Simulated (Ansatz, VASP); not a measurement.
**Two plane-wave programs on La4TaO**

```
La Ta O
1.0
     0.00000    4.38471    4.38471
     4.38471    0.00000    4.38471
     4.38471    4.38471    0.00000
La Ta O
4 1 1
Direct
  0.62349 0.62349 0.62349
  0.62349 0.62349 0.12952
  0.12952 0.62349 0.62349
  0.62349 0.12952 0.62349
  0.25000 0.25000 0.25000
  0.00000 0.00000 0.00000
```

Change from the starting cell: species swapped into the TbInCu4 type (F-43m, No. 216).

Alike in both runs: functional PBE; k mesh 8 × 8 × 8; occupations gaussian, width 0.1 eV; no spin polarisation.

Ansatz relaxed the structure, and its values are those at the end. VASP's run is a single point on that final structure, the one shown.

|  | VASP | Ansatz |
| --- | --- | --- |
| version | VASP 6.6.1 | Ansatz 0.2.0 |
| potentials or method | VASP PAW PBE potentials, release 64 (La, Ta_pv, O), cutoff 520 eV | scalar-relativistic, plane waves, PAW |
| valence electrons in the cell | 61 | 63 |

|  | VASP | Ansatz | Ansatz less VASP |
| --- | --- | --- | --- |
| gap on the k mesh at the Fermi level (eV) | none | none | - |
| pressure (GPa) | 0.0 | 0.0 | +0.03 |
| rms of the force components (eV/Å) | 0.006 | 0.001 | -0.0055 |

A gap of «none» marks a metal or a gap that the smearing closes. VASP's potentials hold 61 valence electrons a cell and Ansatz's 63, so a difference there can come from the potentials and not from the codes.

Neither program's run includes spin-orbit coupling.
